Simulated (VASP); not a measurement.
**BaF2: single point with r2SCAN**

BaF2:

```
CELL_PARAMETERS angstrom
0.00000 3.09716 3.09716
3.09716 0.00000 3.09716
3.09716 3.09716 0.00000
ATOMIC_POSITIONS crystal
Ba 0.00000 0.00000 0.00000
F 0.25000 0.25000 0.25000
F 0.75000 0.75000 0.75000
```

```json
{
 "Program": "VASP 6.6.1",
 "Task": "single point",
 "Functional": "r2SCAN",
 "Potentials or basis": "VASP PAW PBE potentials, release 64 (Ba_sv, F)",
 "Cutoff": "660 eV",
 "k mesh": "4 × 4 × 4",
 "Occupations": "gaussian, width 0.01 eV",
 "Spin": "no spin polarisation",
 "Dipole correction": "no",
 "Further INCAR settings": "ALGO = Normal; EDIFF = 1e-06; NBANDS = 19"
}
```

| Item | Value |
| --- | --- |
| Pressure | 0.9 GPa |
| Band gap on the k mesh | 7.34 eV (least direct gap 7.43 eV) |

Levels at points of the mesh, in eV from the valence-band top:
| k point | band 10 | band 11 | band 12 | band 13 | band 14 | band 15 |
| --- | --- | --- | --- | --- | --- | --- |
| (0.00, 0.00, 0.00) | -0.09 | -0.09 | -0.09 | 7.34 | 9.91 | 9.91 |
| (0.50, 0.00, 0.00) | -0.35 | -0.17 | -0.17 | 9.86 | 9.86 | 9.96 |
| (0.50, 0.50, 0.00) | -0.32 | -0.32 | -0.14 | 7.69 | 9.86 | 11.40 |

Run time: 47 s on 1 thread of AMD EPYC 9R45 96-Core Processor (Zen 5) (shared host), peak memory 0.22 GiB.

Caveat: the k points lie up to 0.44 Å⁻¹ apart; the PAW data sets were made with another functional, which shifts forces and pressure a little; spin-orbit coupling is left out, which moves the levels of the heavy elements. A k mesh can miss the band edges.
